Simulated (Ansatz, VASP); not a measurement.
LiNbO3 in VASP and in Ansatz

File POSCAR:

```
LiNbO3
1.0
    3.9331683525     -0.0294987626      0.0000000000
   -0.0294987626      3.9331683525      0.0000000000
    0.0000000000      0.0000000000      3.9331683525
Li Nb O
1 1 3
Direct
    0.0000000000      0.0000000000      0.0000000000
    0.5000000000      0.5000000000      0.5000000000
    0.5000000000      0.5000000000      0.0000000000
    0.5000000000      0.0000000000      0.5000000000
    0.0000000000      0.5000000000      0.5000000000
```

Contents of INCAR.step1:

```
  ALGO = Normal
  EDIFF = 1E-4
  ENCUT = 520
  GGA = PE
  ISMEAR = 0
  LASPH = T
  LCHARG = F
  LREAL = F
  LWAVE = T
  NBANDS = 25
  NELM = 80
  PREC = Accurate
  SIGMA = 0.01
```

File INCAR.step2:

```
  ALGO = Normal
  EDIFF = 1E-6
  ENCUT = 520
  ISIF = 2
  ISMEAR = 0
  ISTART = 1
  LASPH = T
  LCHARG = T
  LELF = T
  LMIXTAU = T
  LREAL = F
  LVHAR = T
  LWAVE = F
  METAGGA = R2SCAN
  NBANDS = 25
  NELM = 80
  PREC = Accurate
  SIGMA = 0.01
```

The input KPOINTS:

```
k-points
0
Gamma
  6 6 6
```

Input for Ansatz:

```yaml
crystal:
  lattice:
    - [3.9331683525, -0.0294987626, 0.0]
    - [-0.0294987626, 3.9331683525, 0.0]
    - [0.0, 0.0, 3.9331683525]
  atoms:
    - { symbol: Li, position: [0.0, 0.0, 0.0] }
    - { symbol: Nb, position: [0.5, 0.5, 0.5] }
    - { symbol: O, position: [0.5, 0.5, 0.0] }
    - { symbol: O, position: [0.5, 0.0, 0.5] }
    - { symbol: O, position: [0.0, 0.5, 0.5] }
kpoints:
  mp_grid: { grid: [6, 6, 6] }
  band_path:
    path: [[0.0, 0.0, 0.0], [0.0, 0.5, 0.0], [0.5, 0.5, 0.0], [0.5, 0.5, 0.5]]
    npoints: 1
hamiltonian:
  xc: r2scan
scf:
  occupations: { method: fixed }
  n_extra_bands: 5
output:
  forces: true
  stress: true
  eigenvalues: true
```

Change from the starting cell: shear_xy strain -1.5%.

Alike in both runs: task single point; functional r2SCAN; k mesh 6 × 6 × 6; no spin polarisation.

|  | VASP | Ansatz |
| --- | --- | --- |
| version | VASP 6.6.1 | Ansatz 0.2.0 |
| potentials or method | VASP PAW PBE potentials, release 64 (Li_sv, Nb_sv, O) | plane waves, PAW |
| plane-wave cutoff (eV) | 520 | 500 |
| occupations | gaussian, width 0.01 eV | fixed |
| valence electrons in the cell | 34 | 34 |

|  | VASP | Ansatz | Ansatz less VASP |
| --- | --- | --- | --- |
| gap on the k mesh at the Fermi level (eV) | 2.09 | 2.11 | +0.021 |

VASP's potentials were made for PBE, not for r2SCAN.

Noted on VASP's run: the cutoff is under 1.25 times that of the potentials, so the pressure is a little rough.
